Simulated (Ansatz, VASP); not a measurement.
**Si in VASP and in Ansatz**

```
CELL_PARAMETERS angstrom
0.00000 2.73492 2.73492
2.73492 0.00000 2.73492
2.73492 2.73492 0.00000
ATOMIC_POSITIONS crystal
Si 0.00000 0.00000 0.00000
Si 0.25000 0.25000 0.25000
```

Alike in both runs: functional PBE; k mesh 13 × 13 × 13; occupations fermi-dirac, width 0.05 eV; no spin polarisation.

Ansatz relaxed the structure, and its values are those at the end. VASP's run is a single point on that final structure, the one shown.

|  | VASP | Ansatz |
| --- | --- | --- |
| version | VASP 6.6.1 | Ansatz 0.2.0 |
| potentials or method | VASP PAW PBE potentials, release 64 (Si) | PAW with Ansatz's default frozen-core files, scalar-relativistic |
| plane-wave cutoff (eV) | 520 | 420 |
| valence electrons in the cell | 8 | 8 |

```tsv
	VASP	Ansatz	Ansatz less VASP
pressure (GPa)	-0.1	0.0	+0.08
```

With one functional, cell and mesh, what is left measures potentials, basis and numerics.
